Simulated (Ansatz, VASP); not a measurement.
This is a calculation of Sb for Ansatz 0.2.0.

The input input.yaml:

```yaml
crystal:
  lattice:
    - [2.1542, 1.2437279499, 3.83316]
    - [-2.1542, 1.2437279499, 3.83316]
    - [0.0, -2.4874558998, 3.83316]
  atoms:
    - { symbol: Sb, position: [0.76651, 0.76651, 0.76651] }
    - { symbol: Sb, position: [0.23349, 0.23349, 0.23349] }
hamiltonian:
  xc: pbe
  pseudopotentials: { kind: paw }
kpoints:
  mp_grid: { grid: [6, 6, 6] }
scf:
  occupations: { method: fermi_dirac, width: 0.05 }
output:
  forces: true
  stress: true
  eigenvalues: true
```

Potentials or basis: Ansatz PAW.

Run with:

```sh
$ ansatz run input.yaml --threads 2 --pin off --max-ram 5632MiB --backend cpu --events-out ev --progress --plain --runs-dir out
```

Set up the same calculation for VASP 6.6.1. Potentials there: VASP PAW PBE potentials, release 64 (Sb).

As run (the cutoff follows the program's own potentials):

Contents of INCAR:

```
PREC = Accurate
ENCUT = 520
EDIFF = 1E-6
ISMEAR = -1
SIGMA = 0.05
LREAL = False
LASPH = True
NELM = 100
ALGO = Normal
ISIF = 2
LWAVE = False
LCHARG = False
GGA = PE
NBANDS = 12
```

Contents of KPOINTS:

```
Automatic mesh
0
Gamma
  6 6 6
```

POSCAR

```
Sb
1.0
    2.1542000000      1.2437279499      3.8331600000
   -2.1542000000      1.2437279499      3.8331600000
    0.0000000000     -2.4874558998      3.8331600000
Sb
2
Direct
    0.7665100000      0.7665100000      0.7665100000
    0.2334900000      0.2334900000      0.2334900000
```

Potentials or basis: VASP PAW PBE potentials, release 64 (Sb).

Command:

```bash
$ cat potpaw_PBE.64/Sb/POTCAR > POTCAR
$ mpirun -np 1 vasp_std > vasp.out
```

Both were run:

|  | VASP | Ansatz | Ansatz less VASP |
| --- | --- | --- | --- |
| gap on the k mesh at the Fermi level (eV) | none | none | - |
| pressure (GPa) | 1.7 | 1.7 | -0.05 |
| traceless stress, the component that is largest in VASP (GPa) | -0.56 | -0.54 | +0.022 |
| rms of the force components (eV/Å) | 0.003 | 0.026 | +0.0225 |

Atom by atom the forces differ by 0.023 eV/Å (rms over components). A gap of «none» marks a metal or a gap that the smearing closes. With one functional, cell and mesh, what is left measures potentials, basis and numerics. VASP's potentials hold 10 valence electrons a cell and Ansatz's 30, so a difference there can come from the potentials and not from the codes.

Neither program's run includes spin-orbit coupling.
